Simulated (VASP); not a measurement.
# Au (Fm-3m) in VASP: further runs

Runs on Au. Level: PBE. Tasks: single point.

Program: VASP 6.6.1. These are calculated values, not measurements. Logs are shortened: lines on timing, memory, paths and dates and some standing lists are left out, and cuts for length are marked.

## (1) The cell of the first run

It takes space group Fm-3m (No. 225, cubic). Conventional cell: a = 4.157 Å, b = 4.157 Å, c = 4.157 Å, α = 90.00°, β = 90.00°, γ = 90.00°. Within 3.9 Å of Au (site symmetry m-3m) lie 12 Au at 2.94 Å.

## (2) Single point, PBE

Input file INCAR:

```
ALGO = Normal
EDIFF = 1E-6
ENCUT = 520
GGA = PE
ISIF = 2
ISMEAR = -1
LASPH = True
LCHARG = False
LREAL = False
LWAVE = False
NBANDS = 12
NELM = 80
PREC = Accurate
SIGMA = 0.1
```

Input file KPOINTS:

```
k-points
0
Gamma
  5 5 5
```

Input file POSCAR:

```
Au
1.0
    0.0000000000      2.0782552709      2.0782552709
    2.0782552709      0.0000000000      2.0782552709
    2.0782552709      2.0782552709      0.0000000000
Au
1
Direct
    0.0000000000      0.0000000000      0.0000000000
```

Potentials or basis: VASP PAW PBE potentials, release 64 (Au).

Started as:

```bash
> cat potpaw_PBE.64/Au/POTCAR > POTCAR
> mpirun -np 1 vasp_std > vasp.out
```

OUTCAR:

```text
EDIFF = 1E-6
   ENCUT = 520
   GGA = PE
   ISIF = 2
   ISMEAR = -1
   LASPH = True
   LREAL = False
   NELM = 80
   PREC = Accurate

 ion  position               nearest neighbor table
   1  0.000  0.000  0.000-

  LATTYP: Found a face centered cubic cell.
 ALAT       =     4.1565105418

  Lattice vectors:

 A1 = (   0.0000000000,   2.0782552709,   2.0782552709)
 A2 = (   2.0782552709,   0.0000000000,   2.0782552709)
 A3 = (   2.0782552709,   2.0782552709,   0.0000000000)

Analysis of symmetry for initial positions (statically):
=====================================================================
 Subroutine PRICEL returns:
 Original cell was already a primitive cell.

 Routine SETGRP: Setting up the symmetry group for a
 face centered cubic supercell.

 Subroutine GETGRP returns: Found 48 space group operations
 (whereof 48 operations were pure point group operations)
 out of a pool of 48 trial point group operations.

The static configuration has the point symmetry O_h .

Analysis of symmetry for dynamics (positions and initial velocities):
=====================================================================
 Subroutine PRICEL returns:
 Original cell was already a primitive cell.

 Routine SETGRP: Setting up the symmetry group for a
 face centered cubic supercell.

 Subroutine GETGRP returns: Found 48 space group operations
 (whereof 48 operations were pure point group operations)
 out of a pool of 48 trial point group operations.

The dynamic configuration has the point symmetry O_h .

 Subroutine INISYM returns: Found 48 space group operations
 (whereof 48 operations are pure point group operations),
 and found     1 'primitive' translations

----------------------------------------------------------------------------------------

                                     Primitive cell

  volume of cell :      17.9526

  direct lattice vectors                    reciprocal lattice vectors
     0.000000000  2.078255271  2.078255271    -0.240586422  0.240586422  0.240586422
     2.078255271  0.000000000  2.078255271     0.240586422 -0.240586422  0.240586422
     2.078255271  2.078255271  0.000000000     0.240586422  0.240586422 -0.240586422

  length of vectors
     2.939096790  2.939096790  2.939096790     0.416707907  0.416707907  0.416707907

  position of ions in fractional coordinates (direct lattice)
     0.000000000  0.000000000  0.000000000

  ion indices of the primitive-cell ions
   primitive index   ion index
                 1           1

----------------------------------------------------------------------------------------

 KPOINTS: k-points

Automatic generation of k-mesh.
 Grid dimensions read from file:
 generate k-points for:    5    5    5

 Generating k-lattice:

  Cartesian coordinates                     Fractional coordinates (reciprocal lattice)
    -0.048117284  0.048117284  0.048117284     0.200000000  0.000000000  0.000000000
     0.048117284 -0.048117284  0.048117284     0.000000000  0.200000000  0.000000000
     0.048117284  0.048117284 -0.048117284     0.000000000  0.000000000  0.200000000

  Length of vectors
     0.083341581  0.083341581  0.083341581

  Shift w.r.t. Gamma in fractional coordinates (k-lattice)
     0.000000000  0.000000000  0.000000000

 Subroutine IBZKPT returns following result:
 ===========================================

 Found     10 irreducible k-points:

 Following reciprocal coordinates:
            Coordinates               Weight
  0.000000  0.000000  0.000000      1.000000
  0.200000  0.000000  0.000000      8.000000
  0.400000  0.000000  0.000000      8.000000
  0.200000  0.200000  0.000000      6.000000
  0.400000  0.200000  0.000000     24.000000
 -0.400000  0.200000  0.000000     24.000000
 -0.200000  0.200000  0.000000     12.000000
  0.400000  0.400000  0.000000      6.000000
 -0.400000  0.400000  0.000000     12.000000
 -0.400000  0.400000  0.200000     24.000000
   k-points           NKPTS =     10   k-points in BZ     NKDIM =     10   number of bands    NBANDS=     12
   number of dos      NEDOS =    301   number of ions     NIONS =      1
   total plane-waves  NPLWV =  13824
   dimension x,y,z NGX =    24 NGY =   24 NGZ =   24
   dimension x,y,z NGXF=    48 NGYF=   48 NGZF=   48
   ions per type =               1
   NGX,Y,Z   is equivalent  to a cutoff of  13.58, 13.58, 13.58 a.u.
   NGXF,Y,Z  is equivalent  to a cutoff of  27.15, 27.15, 27.15 a.u.
 SYSTEM =  unknown system
   PREC   = accura    normal or accurate (medium, high low for compatibility)
   ISTART =      0    job   : 0-new  1-cont  2-samecut
   ICHARG =      2    charge: 1-file 2-atom 10-const
   ISPIN  =      1    spin polarized calculation?
   LNONCOLLINEAR =      F non collinear calculations
   LSORBIT =      F    spin-orbit coupling
   LASPH  =      T    aspherical Exc in radial PAW
   ENCUT  =  520.0 eV  38.22 Ry    6.18 a.u.   5.46  5.46  5.46*2*pi/ulx,y,z
   NELM   =     80;   NELMIN=  2; NELMDL= -5     # of ELM steps
   EDIFF  = 0.1E-05   stopping-criterion for ELM
   LREAL  =      F    real-space projection
   EDIFFG = 0.1E-04   stopping-criterion for IOM
   NSW    =      0    number of steps for IOM
   IBRION =     -1    ionic relax: 0-MD 1-quasi-New 2-CG
   NFREE  =      0    steps in history (QN), initial steepest desc. (CG)
   ISIF   =      2    stress and relaxation
   ISYM   =      2    0-nonsym 1-usesym 2-fastsym
   POTIM  = 0.5000    time-step for ionic-motion
   TEBEG  =    0.0;   TEEND  =   0.0 temperature during run
   PSTRESS=    0.0 pullay stress
   NELECT =      11.0000    total number of electrons
   NUPDOWN=      -1.0000    fix difference up-down
   EMIN   =  10.00;   EMAX   =-10.00  energy-range for DOS
   EFERMI =   0.00;   METHOD = LEGACY
   ISMEAR =    -1;   SIGMA  =   0.10  broadening in eV -4-tet -1-fermi 0-gaus
   EFERMI_NEDOS =   21; number of points for ismear=-14 and -15
   IALGO  =     38    algorithm
   IMIX   =      4    mixing-type and parameters
     AMIX     =   0.40;   BMIX     =  1.00
     AMIX_MAG =   1.60;   BMIX_MAG =  1.00
  volume/ion in A,a.u.               =      17.95       121.15
  Fermi-wavevector in a.u.,A,eV,Ry     =   1.390476  2.627619 26.305825  1.933424
  Thomas-Fermi vector in A             =   2.514407
   LORBIT       =      0    0 simple, 1 ext, 2 COOP (PROOUT), +10 PAW based schemes
   GGA     = PE    functional components
   LHFCALC =     F    Hartree Fock is set to
   AEXX    =    0.0000 exact exchange contribution
   IVDW    =     0    specifies the selected vdW correction
   LEPSILON=     F    determine dielectric tensor
   LRPA    =     F    only Hartree local field effects (RPA)
 non-spin polarized calculation
  energy-cutoff  :      520.00
  volume of cell :       17.95
 maximum number of plane-waves:       531
 NGX is ok and might be reduce to    24
   NGX = 11   NGY = 11   NGZ = 11

 number of electron      11.0000002 magnetization

 Free energy of the ion-electron system (eV)
  ---------------------------------------------------
  ext. energy  EPLUGINS =         0.00000000
  ---------------------------------------------------
  free energy    TOTEN  =        -3.33262058 eV

  energy without entropy =       -3.32217455  energy(sigma->0) =       -3.32739756

 E-fermi :   7.6267     XC(G=0): -12.4038

 val. band max:        7.5545422793   @ k =   0.4000   0.4000   0.0000
 cond. band min:      10.1430194449   @ k =  -0.4000   0.2000   0.0000
 fundamental gap:      2.5884771656
 Fermi energy:         7.6266932537

 k-point     1 :       0.0000    0.0000    0.0000
  band No.  band energies     occupation
      1      -0.6866      2.00000
      2       4.2208      2.00000
      3       4.2208      2.00000
      4       4.2208      2.00000
      5       5.6019      2.00000
      6       5.6019      2.00000
      7      23.2100      0.00000
      8      26.9090      0.00000
      9      26.9090      0.00000
     10      26.9090      0.00000
     11      31.6494      0.00000
     12      35.7476      0.00000

 k-point     2 :       0.2000    0.0000    0.0000
  band No.  band energies     occupation
      1       0.5256      2.00000
      2       4.0103      2.00000
      3       4.4826      2.00000
      4       4.4826      2.00000
      5       5.6036      2.00000
      6       5.6036      2.00000
      7      21.3619      0.00000
      8      24.2945      0.00000
      9      27.9679      0.00000
     10      27.9679      0.00000
     11      30.0129      0.00000
     12      31.8482      0.00000

 k-point     3 :       0.4000    0.0000    0.0000
  band No.  band energies     occupation
      1       1.7669      2.00000
      2       4.2580      2.00000
      3       4.2580      2.00000
      4       6.2380      2.00000
      5       6.4828      1.99998
      6       6.4828      1.99998
      7      13.7375      0.00000
      8      22.9655      0.00000
      9      25.9804      0.00000
     10      25.9804      0.00000
     11      32.2876      0.00000
     12      32.2876      0.00000

 k-point     4 :       0.2000    0.2000    0.0000
  band No.  band energies     occupation
      1       0.9512      2.00000
      2       3.4921      2.00000
      3       4.9246      2.00000
      4       4.9656      2.00000
      5       4.9656      2.00000
      6       5.9461      2.00000
      7      24.4214      0.00000
      8      24.4214      0.00000
      9      24.6693      0.00000
     10      24.9334      0.00000
     11      27.6755      0.00000
     12      33.1753      0.00000

 k-point     5 :       0.4000    0.2000    0.0000
  band No.  band energies     occupation
      1       2.3899      2.00000
      2       3.5142      2.00000
      3       4.2734      2.00000
      4       5.0956      2.00000
      5       6.6218      1.99991
      6       7.2383      1.95970
      7      16.6798      0.00000
      8      22.6231      0.00000
      9      22.6253      0.00000
     10      25.0863      0.00000
     11      30.5426      0.00000
     12      33.5680      0.00000

 k-point     6 :      -0.4000    0.2000    0.0000
  band No.  band energies     occupation
      1       2.6080      2.00000
      2       3.7737      2.00000
      3       4.8103      2.00000
      4       4.8426      2.00000
      5       6.4300      1.99999
      6      10.1430      0.00000
      7      12.3887      0.00000
      8      19.9891      0.00000
      9      24.0742      0.00000
     10      24.3560      0.00000
     11      32.6765      0.00000
     12      33.4776      0.00000

 k-point     7 :      -0.2000    0.2000    0.0000
  band No.  band energies     occupation
      1       2.1481      2.00000
      2       3.6548      2.00000
      3       4.3240      2.00000
      4       5.0309      2.00000
      5       5.1695      2.00000
      6       7.0785      1.99172
      7      18.8371      0.00000
      8      20.7468      0.00000
      9      25.6155      0.00000
     10      28.1967      0.00000
     11      28.8564      0.00000
     12      33.3986      0.00000

 k-point     8 :       0.4000    0.4000    0.0000
  band No.  band energies     occupation
      1       2.1663      2.00000
      2       2.4879      2.00000
      3       6.5469      1.99996
      4       6.6126      1.99992
      5       6.6126      1.99992
      6       7.5545      1.34588
      7      17.0263      0.00000
      8      19.3688      0.00000
      9      19.3688      0.00000
     10      25.0122      0.00000
     11      27.3797      0.00000
     12      36.3315      0.00000

 k-point     9 :      -0.4000    0.4000    0.0000
  band No.  band energies     occupation
      1       2.4482      2.00000
      2       2.8928      2.00000
      3       5.4642      2.00000
      4       6.1023      2.00000
      5       6.7296      1.99975
      6      12.2346      0.00000
      7      12.9762      0.00000
      8      16.2362      0.00000
      9      20.1030      0.00000
     10      25.9919      0.00000
     11      30.3455      0.00000
     12      34.6799      0.00000

 k-point    10 :      -0.4000    0.4000    0.2000
  band No.  band energies     occupation
      1       3.1417      2.00000
      2       3.3568      2.00000
      3       4.0000      2.00000
      4       5.7292      2.00000
      5       6.5993      1.99993
      6      10.5181      0.00000
      7      15.4212      0.00000
      8      16.6950      0.00000
      9      19.5851      0.00000
     10      29.1158      0.00000
     11      29.7106      0.00000
     12      33.6471      0.00000

------------------------ aborting loop because EDIFF is reached ----------------------------------------

  FORCE on cell =-STRESS in cart. coord.  units (eV):
  Direction    XX          YY          ZZ          XY          YZ          ZX
  --------------------------------------------------------------------------------------
  -------------------------------------------------------------------------------------
  Total       -0.1022753     -0.1022753     -0.1022753      0.0000000     -0.0000000     -0.0000000
  in kB       -9.1275607     -9.1275607     -9.1275607      0.0000000     -0.0000000     -0.0000000
  external PRESSURE =      -9.1275607 kB  Pullay stress =       0.0000000 kB

 VOLUME and BASIS-vectors are now :
 -----------------------------------------------------------------------------
  energy-cutoff  :      520.00
  volume of cell :       17.95
      direct lattice vectors                 reciprocal lattice vectors
     0.000000000  2.078255271  2.078255271    -0.240586422  0.240586422  0.240586422
     2.078255271  0.000000000  2.078255271     0.240586422 -0.240586422  0.240586422
     2.078255271  2.078255271  0.000000000     0.240586422  0.240586422 -0.240586422

 POSITION                                       TOTAL-FORCE (eV/Angst)
 -----------------------------------------------------------------------------------
      0.00000      0.00000      0.00000         0.000000      0.000000      0.000000
 -----------------------------------------------------------------------------------
    total drift:                                0.000000     -0.000000     -0.000000

  FREE ENERGIE OF THE ION-ELECTRON SYSTEM (eV)
  ---------------------------------------------------
  free  energy   TOTEN  =        -3.3326205780 eV

  energy  without entropy=       -3.3221745517  energy(sigma->0) =       -3.32739756
```

Wall time 10 s (1 thread of AMD EPYC, shared host); peak memory 0.1 GiB.

Results:

- Free energy: -3.3326 eV
- Pressure: -0.9 GPa

Caveat: the k points lie up to 0.52 Å⁻¹ apart; spin-orbit coupling is left out, which moves the levels of the heavy elements.

## (3) Single point, PBE

Input file INCAR:

```
PREC = Accurate
ENCUT = 520
EDIFF = 1E-6
ISMEAR = -1
SIGMA = 0.1
LREAL = False
LASPH = True
NELM = 80
ALGO = Normal
ISIF = 2
LWAVE = False
LCHARG = True
GGA = PE
LELF = True
LVHAR = True
NBANDS = 12
```

Input file KPOINTS:

```
Automatic mesh
0
Gamma
  6 6 6
```

POSCAR is that of step 2.

Potentials or basis: VASP PAW PBE potentials, release 64 (Au).

Started as:

```bash
> cat potpaw_PBE.64/Au/POTCAR > POTCAR
> mpirun -np 1 vasp_std > vasp.out
```

Run time: 11 s. Hardware: 1 thread of AMD EPYC, shared host; peak memory 0.11 GiB.

The run converged. Its results:

```yaml
Free_energy: -3.1671 eV
Pressure: 0.9 GPa
```

Levels at points of the mesh, in eV from the Fermi level:
```tsv
k point	band 2	band 3	band 4	band 5	band 6	band 7	band 8	band 9	band 10	band 11
(0.00, 0.00, 0.00)	-4.35	-4.35	-4.35	-2.97	-2.97	14.65	18.35	18.35	18.35	23.09
(0.50, 0.00, 0.00)	-4.39	-4.39	-1.88	-1.88	-0.65	2.87	14.09	16.80	16.80	24.22
(0.50, 0.50, 0.00)	-6.24	-1.92	-1.58	-1.58	1.23	5.43	9.93	9.93	16.72	19.18
```

Caveat: the k points lie up to 0.44 Å⁻¹ apart; spin-orbit coupling is left out, which moves the levels of the heavy elements.

[end of part 1 of 2]
